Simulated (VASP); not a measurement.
Wanted: the native input for a VASP 6.6.1 run.

```
Task                   : relaxation of cell and atoms
Functional             : r2SCAN
Potentials or basis    : VASP PAW PBE potentials, release 64 (K_sv, F)
Cutoff                 : 600 eV
k mesh                 : 8 × 8 × 8
Occupations            : gaussian, width 0.02 eV
Spin                   : no spin polarisation
Dipole correction      : no
Further INCAR settings : ALGO = Normal; EDIFF = 1e-06; IBRION = 2; EDIFFG = -0.005; NSW = 100; ISIF = 3
```

Crystal: KF.

```xyz
2
Lattice="0.0000 2.6735 2.6735 2.6735 0.0000 2.6735 2.6735 2.6735 0.0000" Properties=species:S:1:pos:R:3 pbc="T T T"
K     0.0000    0.0000    0.0000
F     2.6735    2.6735    2.6735
```

The input as run:

POSCAR

```
KF
1.0
    0.0000000000      2.6735000000      2.6735000000
    2.6735000000      0.0000000000      2.6735000000
    2.6735000000      2.6735000000      0.0000000000
K F
1 1
Direct
    0.0000000000      0.0000000000      0.0000000000
    0.5000000000      0.5000000000      0.5000000000
```

INCAR.step1

```
  PREC = Accurate
  ENCUT = 600
  ISMEAR = 0
  SIGMA = 0.02
  LREAL = False
  LASPH = True
  NELM = 100
  GGA = PE
  ALGO = Normal
  EDIFF = 1E-4
  LWAVE = True
  LCHARG = False
```

INCAR.step2

```
  PREC = Accurate
  ENCUT = 600
  EDIFF = 1E-6
  ISMEAR = 0
  SIGMA = 0.02
  LREAL = False
  LASPH = True
  NELM = 100
  ALGO = Normal
  ISIF = 3
  LWAVE = False
  LCHARG = False
  METAGGA = R2SCAN
  LMIXTAU = True
  IBRION = 2
  NSW = 100
  EDIFFG = -0.005
  ISTART = 1
```

KPOINTS

```
regular mesh
0
Gamma
  8 8 8
```

Potentials or basis: VASP PAW PBE potentials, release 64 (K_sv, F).

The run is started by

```sh
$ cat potpaw_PBE.64/K_sv/POTCAR potpaw_PBE.64/F/POTCAR > POTCAR
$ cp INCAR.step1 INCAR
$ mpirun -np 1 vasp_std > vasp.out
$ cp INCAR.step2 INCAR
$ mpirun -np 1 vasp_std > vasp.out
```

Results of the run:

- Relaxed volume: 18.79 Å³/atom
- Relaxed cell: a = 3.760 Å, b = 3.760 Å, c = 3.760 Å, α = 60.00°, β = 60.00°, γ = 60.00°
- Space group after relaxing (to 0.1 Å): Fm-3m (No. 225)
- Energy gained by relaxing: 0.6 meV/atom
- Ionic steps: 3
- Pressure after relaxing: 0.0 GPa
- Band gap on the k mesh: 6.91 eV

Caveat: the PAW data sets were made with another functional, which shifts forces and pressure a little.

Run time: 82 s on 1 thread of Intel(R) Xeon(R) 6975P-C (Granite Rapids), on a shared host, peak memory 0.18 GiB.
